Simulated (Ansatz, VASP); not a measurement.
# Two plane-wave programs on GaAs

```
Ga As
1.0
     0.00000    2.87573    2.87573
     2.87573    0.00000    2.87573
     2.87573    2.87573    0.00000
Ga As
1 1
Direct
  0.00000 0.00000 0.00000
  0.75000 0.75000 0.75000
```

Alike in both runs: task single point; functional PBEsol; k mesh 10 × 10 × 10; occupations gaussian, width 0.01 eV; no spin polarisation.

```csv
,VASP,Ansatz
version,VASP 6.6.1,Ansatz 0.2.0
potentials or method,"VASP PAW PBE potentials, release 64 (Ga_d, As), cutoff 520 eV","scalar-relativistic, plane waves, PAW"
valence electrons in the cell,18,28
```

|  | VASP | Ansatz | Ansatz less VASP |
| --- | --- | --- | --- |
| gap on the k mesh at the Fermi level (eV) | 0.08 | 0.07 | -0.011 |
| pressure (GPa) | -2.9 | -3.0 | -0.13 |

VASP's potentials were made for PBE, not for PBEsol. With one functional, cell and mesh, what is left measures potentials, basis and numerics. VASP's potentials hold 18 valence electrons a cell and Ansatz's 28, so a difference there can come from the potentials and not from the codes.
